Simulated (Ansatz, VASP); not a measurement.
# CsCl: VASP beside Ansatz

```
Cs Cl
1.0
     3.96923    0.00000    0.00000
     0.00000    3.96923    0.00000
     0.00000    0.00000    3.96923
Cs Cl
1 1
Direct
  0.00000 0.00000 0.00000
  0.50000 0.50000 0.50000
```

Alike in both runs: functional LDA; k mesh 6 × 6 × 6; occupations gaussian, width 0.02 eV; no spin polarisation.

Ansatz relaxed the structure, and its values are those at the end. VASP's run is a single point on that final structure, the one shown.

```csv
,VASP,Ansatz
version,VASP 6.6.1,Ansatz 0.2.0
potentials or method,"VASP PAW LDA potentials, release 64 (Cs_sv, Cl), cutoff 500 eV","scalar-relativistic, plane waves, PAW"
valence electrons in the cell,16,16
```

VASP gave:

```
gap on the k mesh at the Fermi level (eV) : 4.97
least direct gap on the mesh (eV)         : 4.97
pressure (GPa)                            : 0.1
```

Question: Which values does Ansatz return?

Answer: gap on the k mesh at the Fermi level (eV): 4.99; least direct gap on the mesh (eV): 4.99; pressure (GPa): 0.0.

LDA's correlation is that of Perdew and Zunger in VASP and of Perdew and Wang (1992) in Ansatz.

Spin-orbit coupling is off throughout.
